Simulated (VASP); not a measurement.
# BeTe (I-4m2) in VASP: further runs

The runs below take BeTe through single point, with LDA.

Program: VASP 6.6.1. These are calculated values, not measurements. Logs are shortened: lines on timing, memory, paths and dates and some standing lists are left out, and cuts for length are marked.

### 1 The cell of the first run

The structure is tetragonal, space group I-4m2 (No. 119). The conventional cell has a = 3.761 Å, b = 3.761 Å, c = 5.762 Å, α = 90.00°, β = 90.00°, γ = 90.00°. Within 3.1 Å of Be (site symmetry -4m2) lie 4 Te at 2.37 Å. Within 3.1 Å of Te (site symmetry -4m2) lie 4 Be at 2.37 Å.

### 2 Single point, LDA (strain -0.040 along x and y, +0.040 along z)

INCAR reads:

```
ALGO = Normal
EDIFF = 1E-7
ENCUT = 520
ISIF = 2
ISMEAR = 0
LASPH = T
LCHARG = T
LELF = T
LREAL = F
LVHAR = T
LWAVE = F
NBANDS = 11
NELM = 60
PREC = Accurate
SIGMA = 0.05
```

KPOINTS reads:

```
k-points
0
Gamma
  8 8 8
```

POSCAR reads:

```
BeTe
1.0
    0.0000000000      2.6592000000      2.8808000000
    2.6592000000      0.0000000000      2.8808000000
    2.6592000000      2.6592000000      0.0000000000
Be Te
1 1
Direct
    0.0000000000      0.0000000000      0.0000000000
    0.7500000000      0.7500000000      0.7500000000
```

Potentials or basis: VASP PAW LDA potentials, release 64 (Be, Te).

Launch:

```bash
$ cat potpaw_LDA.64/Be/POTCAR potpaw_LDA.64/Te/POTCAR > POTCAR
$ mpirun -np 1 vasp_std > vasp.out
```

OUTCAR:

```text
EDIFF = 1E-7
   ENCUT = 520
   ISIF = 2
   ISMEAR = 0
   LASPH = T
   LREAL = F
   NELM = 60
   PREC = Accurate

 ion  position               nearest neighbor table
   1  0.000  0.000  0.000-   2 2.37   2 2.37   2 2.37   2 2.37
   2  0.750  0.750  0.750-   1 2.37   1 2.37   1 2.37   1 2.37

  LATTYP: Found a body centered tetragonal cell.
 ALAT       =     3.7606767051
 C/A-ratio  =     1.5320646926

  Lattice vectors:

 A1 = (  -2.6592000000,   0.0000000000,   2.8808000000)
 A2 = (   2.6592000000,   0.0000000000,   2.8808000000)
 A3 = (   0.0000000000,   2.6592000000,  -2.8808000000)

Analysis of symmetry for initial positions (statically):
=====================================================================
 Subroutine PRICEL returns:
 Original cell was already a primitive cell.

 Routine SETGRP: Setting up the symmetry group for a
 body centered tetragonal supercell.

 Subroutine GETGRP returns: Found  8 space group operations
 (whereof  8 operations were pure point group operations)
 out of a pool of 16 trial point group operations.

The static configuration has the point symmetry D_2d.

Analysis of symmetry for dynamics (positions and initial velocities):
=====================================================================
 Subroutine PRICEL returns:
 Original cell was already a primitive cell.

 Routine SETGRP: Setting up the symmetry group for a
 body centered tetragonal supercell.

 Subroutine GETGRP returns: Found  8 space group operations
 (whereof  8 operations were pure point group operations)
 out of a pool of 16 trial point group operations.

The dynamic configuration has the point symmetry D_2d.

 Subroutine INISYM returns: Found  8 space group operations
 (whereof  8 operations are pure point group operations),
 and found     1 'primitive' translations

----------------------------------------------------------------------------------------

                                     Primitive cell

  volume of cell :      40.7423

  direct lattice vectors                    reciprocal lattice vectors
     0.000000000  2.659200000  2.880800000    -0.188026474  0.188026474  0.173562899
     2.659200000  0.000000000  2.880800000     0.188026474 -0.188026474  0.173562899
     2.659200000  2.659200000  0.000000000     0.188026474  0.188026474 -0.173562899

  length of vectors
     3.920504212  3.920504212  3.760676705     0.317540533  0.317540533  0.317540533

  position of ions in fractional coordinates (direct lattice)
     0.000000000  0.000000000  0.000000000
     0.750000000  0.750000000  0.750000000

  ion indices of the primitive-cell ions
   primitive index   ion index
                 1           1
                 2           2

----------------------------------------------------------------------------------------

 KPOINTS: k-points

Automatic generation of k-mesh.
 Grid dimensions read from file:
 generate k-points for:    8    8    8

 Generating k-lattice:

  Cartesian coordinates                     Fractional coordinates (reciprocal lattice)
    -0.023503309  0.023503309  0.021695362     0.125000000  0.000000000  0.000000000
     0.023503309 -0.023503309  0.021695362     0.000000000  0.125000000  0.000000000
     0.023503309  0.023503309 -0.021695362     0.000000000  0.000000000  0.125000000

  Length of vectors
     0.039692567  0.039692567  0.039692567

  Shift w.r.t. Gamma in fractional coordinates (k-lattice)
     0.000000000  0.000000000  0.000000000

 Subroutine IBZKPT returns following result:
 ===========================================

 Found     59 irreducible k-points:

 Following reciprocal coordinates:
            Coordinates               Weight
  0.000000  0.000000  0.000000      1.000000
  0.125000  0.000000  0.000000      8.000000
  0.250000  0.000000  0.000000      8.000000
  0.375000  0.000000  0.000000      8.000000
  0.500000  0.000000  0.000000      4.000000
  0.125000  0.125000  0.000000      2.000000
[... 16 lines left out ...]
  0.250000  0.000000  0.125000     16.000000
  0.375000  0.000000  0.125000     16.000000
 [... further k-points ...]
   k-points           NKPTS =     59   k-points in BZ     NKDIM =     59   number of bands    NBANDS=     11
   number of dos      NEDOS =    301   number of ions     NIONS =      2
   total plane-waves  NPLWV =  25200
   dimension x,y,z NGX =    30 NGY =   30 NGZ =   28
   dimension x,y,z NGXF=    60 NGYF=   60 NGZF=   56
   ions per type =               1   1
   NGX,Y,Z   is equivalent  to a cutoff of  12.72, 12.72, 12.38 a.u.
   NGXF,Y,Z  is equivalent  to a cutoff of  25.44, 25.44, 24.76 a.u.
 SYSTEM =  unknown system
   PREC   = accura    normal or accurate (medium, high low for compatibility)
   ISTART =      0    job   : 0-new  1-cont  2-samecut
   ICHARG =      2    charge: 1-file 2-atom 10-const
   ISPIN  =      1    spin polarized calculation?
   LNONCOLLINEAR =      F non collinear calculations
   LSORBIT =      F    spin-orbit coupling
   LASPH  =      T    aspherical Exc in radial PAW
   ENCUT  =  520.0 eV  38.22 Ry    6.18 a.u.   7.29  7.29  6.99*2*pi/ulx,y,z
   NELM   =     60;   NELMIN=  2; NELMDL= -5     # of ELM steps
   EDIFF  = 0.1E-06   stopping-criterion for ELM
   LREAL  =      F    real-space projection
   EDIFFG = 0.1E-05   stopping-criterion for IOM
   NSW    =      0    number of steps for IOM
   IBRION =     -1    ionic relax: 0-MD 1-quasi-New 2-CG
   NFREE  =      0    steps in history (QN), initial steepest desc. (CG)
   ISIF   =      2    stress and relaxation
   ISYM   =      2    0-nonsym 1-usesym 2-fastsym
   POTIM  = 0.5000    time-step for ionic-motion
   TEBEG  =    0.0;   TEEND  =   0.0 temperature during run
   PSTRESS=    0.0 pullay stress
   NELECT =       8.0000    total number of electrons
   NUPDOWN=      -1.0000    fix difference up-down
   EMIN   =  10.00;   EMAX   =-10.00  energy-range for DOS
   EFERMI =   0.00;   METHOD = LEGACY
   ISMEAR =     0;   SIGMA  =   0.05  broadening in eV -4-tet -1-fermi 0-gaus
   EFERMI_NEDOS =   21; number of points for ismear=-14 and -15
   IALGO  =     38    algorithm
   IMIX   =      4    mixing-type and parameters
     AMIX     =   0.40;   BMIX     =  1.00
     AMIX_MAG =   1.60;   BMIX_MAG =  1.00
  volume/ion in A,a.u.               =      20.37       137.47
  Fermi-wavevector in a.u.,A,eV,Ry     =   0.951531  1.798134 12.318878  0.905412
  Thomas-Fermi vector in A             =   2.080010
   LORBIT       =      0    0 simple, 1 ext, 2 COOP (PROOUT), +10 PAW based schemes
   GGA     = CA    functional components
   LHFCALC =     F    Hartree Fock is set to
   AEXX    =    0.0000 exact exchange contribution
   IVDW    =     0    specifies the selected vdW correction
   LEPSILON=     F    determine dielectric tensor
   LRPA    =     F    only Hartree local field effects (RPA)
 non-spin polarized calculation
 Gauss-broadening in eV      SIGMA  =   0.05
  energy-cutoff  :      520.00
  volume of cell :       40.74
 maximum number of plane-waves:      1110
 NGX is ok and might be reduce to    30
   NGX = 15   NGY = 15   NGZ = 13

 number of electron       8.0000000 magnetization

 Free energy of the ion-electron system (eV)
  ---------------------------------------------------
  ext. energy  EPLUGINS =         0.00000000
  ---------------------------------------------------
  free energy    TOTEN  =        -8.66107792 eV

  energy without entropy =       -8.66107792  energy(sigma->0) =       -8.66107792

 E-fermi :   6.4685     XC(G=0):  -9.6328

 val. band max:        6.2036173815   @ k =   0.0000   0.0000   0.0000
 cond. band min:       7.4796171628   @ k =   0.5000   0.0000   0.5000
 fundamental gap:      1.2759997813
 Fermi energy:         6.4685301433

 k-point     1 :       0.0000    0.0000    0.0000
  band No.  band energies     occupation
      1      -6.9249      2.00000
      2       5.6601      2.00000
      3       6.2036      2.00000
      4       6.2036      2.00000
      5       9.5092      0.00000
      6       9.5092      0.00000
      7       9.6864      0.00000
      8      10.3959      0.00000
      9      14.3772      0.00000
     10      15.4561      0.00000
     11      16.1105      0.00000

 k-point     2 :       0.1250    0.0000    0.0000
  band No.  band energies     occupation
      1      -6.7572      2.00000
      2       4.5574      2.00000
      3       5.5537      2.00000
      4       5.9711      2.00000
      5       9.5274      0.00000
      6       9.9040      0.00000
      7      10.0948      0.00000
      8      11.6266      0.00000
      9      14.5606      0.00000
     10      14.8974      0.00000
     11      15.9724      0.00000

 k-point     3 :       0.2500    0.0000    0.0000
  band No.  band energies     occupation
      1      -6.2890      2.00000
      2       2.3850      2.00000
      3       4.9480      2.00000
      4       5.5548      2.00000
      5       9.3186      0.00000
      6      10.5566      0.00000
      7      10.5801      0.00000
      8      13.4176      0.00000
      9      14.5978      0.00000
     10      15.3516      0.00000
     11      15.5253      0.00000

 k-point     4 :       0.3750    0.0000    0.0000
  band No.  band energies     occupation
      1      -5.6760      2.00000
      2       0.6187      2.00000
      3       4.5049      2.00000
      4       5.2475      2.00000
      5       9.1001      0.00000
      6      10.6323      0.00000
      7      10.8381      0.00000
      8      13.8151      0.00000
      9      15.7572      0.00000
     10      16.1406      0.00000
     11      16.8956      0.00000

 k-point     5 :       0.5000    0.0000    0.0000
  band No.  band energies     occupation
      1      -5.3434      2.00000
      2      -0.1109      2.00000
      3       4.3464      2.00000
      4       5.1399      2.00000
      5       9.0124      0.00000
      6      10.6089      0.00000
      7      10.8321      0.00000
      8      13.7018      0.00000
      9      16.9126      0.00000
     10      17.4833      0.00000
     11      18.4098      0.00000
[... 211 lines left out ...]
 k-point    21 :       0.5000    0.5000    0.0000
  band No.  band energies     occupation
      1      -5.0317      2.00000
      2       0.1399      2.00000
      3       3.4459      2.00000
      4       3.4459      2.00000
      5       8.1114      0.00000
      6       9.0027      0.00000
      7      16.1182      0.00000
      8      16.1182      0.00000
      9      17.4360      0.00000
     10      19.6368      0.00000
     11      19.9134      0.00000

 k-point    22 :       0.1250    0.0000    0.1250
  band No.  band energies     occupation
      1      -6.6881      2.00000
      2       4.9719      2.00000
      3       5.0343      2.00000
      4       5.3190      2.00000
      5       9.0533      0.00000
      6      10.2950      0.00000
      7      11.0130      0.00000
      8      11.3743      0.00000
      9      14.4863      0.00000
     10      15.4835      0.00000
     11      15.9872      0.00000

 k-point    23 :       0.2500    0.0000    0.1250
  band No.  band energies     occupation
      1      -6.3066      2.00000
      2       3.0512      2.00000
      3       4.5292      2.00000
      4       5.0660      2.00000
      5       9.1158      0.00000
      6      10.6113      0.00000
      7      11.5141      0.00000
      8      12.0646      0.00000
      9      14.9865      0.00000
     10      15.7593      0.00000
     11      16.3042      0.00000

 k-point    24 :       0.3750    0.0000    0.1250
  band No.  band energies     occupation
      1      -5.7222      2.00000
      2       1.1846      2.00000
      3       4.1227      2.00000
      4       4.6588      2.00000
      5       9.2676      0.00000
      6      10.7681      0.00000
      7      11.7416      0.00000
      8      12.4047      0.00000
      9      15.7741      0.00000
     10      16.5806      0.00000
     11      17.5447      0.00000

 [... further k-points ...]
[... 5 lines left out ...]
  --------------------------------------------------------------------------------------
  -------------------------------------------------------------------------------------
  Total        1.4908085      1.4908085     -0.0464405      0.0000000      0.0000000      0.0000000
  in kB       58.6256035     58.6256035     -1.8262595      0.0000000      0.0000000      0.0000000
  external PRESSURE =      38.4749825 kB  Pullay stress =       0.0000000 kB

 VOLUME and BASIS-vectors are now :
 -----------------------------------------------------------------------------
  energy-cutoff  :      520.00
  volume of cell :       40.74
      direct lattice vectors                 reciprocal lattice vectors
     0.000000000  2.659200000  2.880800000    -0.188026474  0.188026474  0.173562899
     2.659200000  0.000000000  2.880800000     0.188026474 -0.188026474  0.173562899
     2.659200000  2.659200000  0.000000000     0.188026474  0.188026474 -0.173562899

 POSITION                                       TOTAL-FORCE (eV/Angst)
 -----------------------------------------------------------------------------------
      0.00000      0.00000      0.00000         0.000000      0.000000      0.000000
      3.98880      3.98880      4.32120        -0.000000     -0.000000     -0.000000
 -----------------------------------------------------------------------------------
    total drift:                               -0.000000     -0.000000      0.000001

  FREE ENERGIE OF THE ION-ELECTRON SYSTEM (eV)
  ---------------------------------------------------
  free  energy   TOTEN  =        -8.6610779154 eV

  energy  without entropy=       -8.6610779154  energy(sigma->0) =       -8.66107792
```

Run time: 27 s. Hardware: 1 thread of AMD EPYC 7R43 (Zen 3), shared host; peak memory 0.13 GiB.

What came out:

| Quantity | Value |
| --- | --- |
| Free energy | -8.6611 eV |
| Pressure | 3.8 GPa |
| Band gap on the k mesh | 1.28 eV, indirect (least direct gap 3.31 eV) |

Stress tensor (GPa, compression positive):
```
 5.86  0.00  0.00
 0.00  5.86  0.00
 0.00  0.00 -0.18
```

Caveat: the cell differs from its parent crystal (strain -0.040 along x and y, +0.040 along z); spin-orbit coupling is left out, which moves the levels of the heavy elements. A k mesh can miss the band edges.

(Continued in part 2 of 2.)
